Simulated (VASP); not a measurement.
Here is a VASP 6.6.1 calculation.

Contents of POSCAR:

```
SnO2
1.0
   -3.2488970000      3.4144700000      3.4140210000
    3.2488970000     -3.4144700000      3.4140210000
    3.2488970000      3.4144700000     -3.4140210000
Sn O
4 8
Direct
    0.5000000000      0.0000000000      0.0000000000
    0.5000000000      0.5000000000      0.5000000000
    0.0035990000      0.7535990000      0.2500000000
    0.9964010000      0.2464010000      0.7500000000
    0.8064960000      0.8037740000      0.4972780000
    0.8064960000      0.3092180000      0.0027220000
    0.3024350000      0.2459400000      0.0564950000
    0.6894450000      0.2459400000      0.4435050000
    0.3105550000      0.7540600000      0.5564950000
    0.1935040000      0.6907820000      0.9972780000
    0.6975650000      0.7540600000      0.9435050000
    0.1935040000      0.1962260000      0.5027220000
```

File INCAR.step1:

```
  PREC = Accurate
  ENCUT = 520
  ISMEAR = -1
  SIGMA = 0.05
  LREAL = False
  LASPH = True
  NELM = 80
  NBANDS = 64
  GGA = PE
  ALGO = Normal
  EDIFF = 1E-4
  LWAVE = True
  LCHARG = False
```

INCAR.step2

```
  PREC = Accurate
  ENCUT = 520
  EDIFF = 1E-6
  ISMEAR = -1
  SIGMA = 0.05
  LREAL = False
  LASPH = True
  NELM = 80
  ALGO = Normal
  ISIF = 2
  LWAVE = False
  LCHARG = False
  METAGGA = R2SCAN
  LMIXTAU = True
  NBANDS = 64
  ISTART = 1
```

The input KPOINTS:

```
Automatic mesh
0
Gamma
  5 5 5
```

Potentials or basis: VASP PAW PBE potentials, release 64 (Sn_d, O).

The run is started by

```sh
$ cat potpaw_PBE.64/Sn_d/POTCAR potpaw_PBE.64/O/POTCAR > POTCAR
$ cp INCAR.step1 INCAR
$ mpirun -np 1 vasp_std > vasp.out
$ cp INCAR.step2 INCAR
$ mpirun -np 1 vasp_std > vasp.out
```

Problem. Predict the band gap on the k mesh.

Solution. 1.29 eV.

Problem. Predict the largest force.

Solution. 0.076 eV/Å.

Problem. Predict the pressure.

Solution. -7.5 GPa.

Stress tensor (GPa, compression positive):
```
-8.83  0.00  0.00
 0.00 -6.88  0.00
 0.00  0.00 -6.85
```

Caveat: the PAW data sets were made with another functional, which shifts forces and pressure a little; spin-orbit coupling is left out, which moves the levels of the heavy elements. r2SCAN opens gaps a little over a GGA but as a rule still falls short of measured ones.
